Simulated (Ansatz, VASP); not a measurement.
**One calculation of SnO2, two programs**

Contents of POSCAR:

```
SnO2
1.0
   -1.9996377157      1.9996377157      5.1012500794
    1.9996377157     -1.9996377157      5.1012500794
    1.9996377157      1.9996377157     -5.1012500794
Sn O
2 4
Direct
    0.7500000000      0.2500000000      0.5000000000
    0.0000000000      0.0000000000      0.0000000000
    0.7963395990      0.7963395990      0.0000000000
    0.9536604010      0.4536604010      0.5000000000
    0.2036604010      0.2036604010      0.0000000000
    0.5463395990      0.0463395990      0.5000000000
```

File INCAR.step1:

```
SYSTEM = SnO2
PREC = Accurate ; ENCUT = 520
ISMEAR = 0 ; SIGMA = 0.01
LREAL = .FALSE. ; LASPH = .TRUE.
NELM = 100 ; NBANDS = 35
GGA = PE ; ALGO = Normal
EDIFF = 1E-4 ; LWAVE = .TRUE.
LCHARG = .FALSE.
```

The input INCAR.step2:

```
SYSTEM = SnO2
PREC = Accurate ; ENCUT = 520
EDIFF = 1E-6 ; ISMEAR = 0
SIGMA = 0.01 ; LREAL = .FALSE.
LASPH = .TRUE. ; NELM = 100
ALGO = Normal ; ISIF = 2
LWAVE = .FALSE. ; LCHARG = .FALSE.
METAGGA = R2SCAN ; LMIXTAU = .TRUE.
NBANDS = 35 ; ISTART = 1
```

Contents of KPOINTS:

```
Automatic mesh
0
G
  8 8 8
  0 0 0
```

Input for Ansatz:

```yaml
crystal:
  lattice:
    - [-1.9996377157, 1.9996377157, 5.1012500794]
    - [1.9996377157, -1.9996377157, 5.1012500794]
    - [1.9996377157, 1.9996377157, -5.1012500794]
  atoms:
    - { symbol: Sn, position: [0.75, 0.25, 0.5] }
    - { symbol: Sn, position: [0.0, 0.0, 0.0] }
    - { symbol: O, position: [0.796339599, 0.796339599, 0.0] }
    - { symbol: O, position: [0.953660401, 0.453660401, 0.5] }
    - { symbol: O, position: [0.203660401, 0.203660401, 0.0] }
    - { symbol: O, position: [0.546339599, 0.046339599, 0.5] }
kpoints:
  mp_grid: { grid: [8, 8, 8] }
hamiltonian:
  xc: r2scan
scf:
  occupations: { method: fixed }
  n_extra_bands: 5
output:
  forces: true
  stress: true
  eigenvalues: true
```

Alike in both runs: task single point; functional r2SCAN; k mesh 8 × 8 × 8; no spin polarisation.

|  | VASP | Ansatz |
| --- | --- | --- |
| version | VASP 6.6.1 | Ansatz 0.2.0 |
| potentials or method | VASP PAW PBE potentials, release 64 (Sn_d, O) | plane waves, PAW |
| plane-wave cutoff (eV) | 520 | 500 |
| occupations | gaussian, width 0.01 eV | fixed |
| valence electrons in the cell | 52 | 52 |

|  | VASP | Ansatz | Ansatz less VASP |
| --- | --- | --- | --- |
| gap on the k mesh at the Fermi level (eV) | 2.36 | 2.33 | -0.025 |
| pressure (GPa) | 1.0 | 0.0 | -1.00 |
| traceless stress, the component that is largest in VASP (GPa) | 0.29 | 0.01 | -0.286 |
| rms of the force components (eV/Å) | 0.020 | 0.000 | -0.0195 |

VASP's potentials were made for PBE, not for r2SCAN. Atom by atom the forces differ by 0.020 eV/Å (rms over components).
